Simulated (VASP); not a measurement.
Pd, 1 atom in the cell. The structure is cubic, space group Im-3m (No. 229). Conventional cell: a = 3.085 Å, b = 3.085 Å, c = 3.085 Å, α = 90.00°, β = 90.00°, γ = 90.00°. Pd (site symmetry m-3m) has 14 Pd at 2.67 to 3.09 Å within 3.5 Å. 

| Item | Value |
| --- | --- |
| Program | VASP 6.6.1 |
| Task | single point |
| Functional | PBEsol |
| Potentials or basis | VASP PAW PBE potentials, release 64 (Pd) |
| Cutoff | 500 eV |
| k mesh | 11 × 11 × 11 |
| Occupations | fermi-dirac, width 0.05 eV |
| Spin | no spin polarisation |
| Dipole correction | no |
| Further INCAR settings | ALGO = Normal; EDIFF = 1e-06; NBANDS = 11 |

Potentials or basis: VASP PAW PBE potentials, release 64 (Pd).

Launch:

```sh
$ cat potpaw_PBE.64/Pd/POTCAR > POTCAR
$ mpirun -np 1 vasp_std > vasp.out
```

Hardware: 1 thread of Intel Xeon 8259CL, with other jobs on the host.

Estimate the wall time of this run.

Wall time 14 s on 1 thread of Intel Xeon 8259CL, on a shared host, peak memory 0.13 GiB. Counts: scf iterations 11, k points 56.
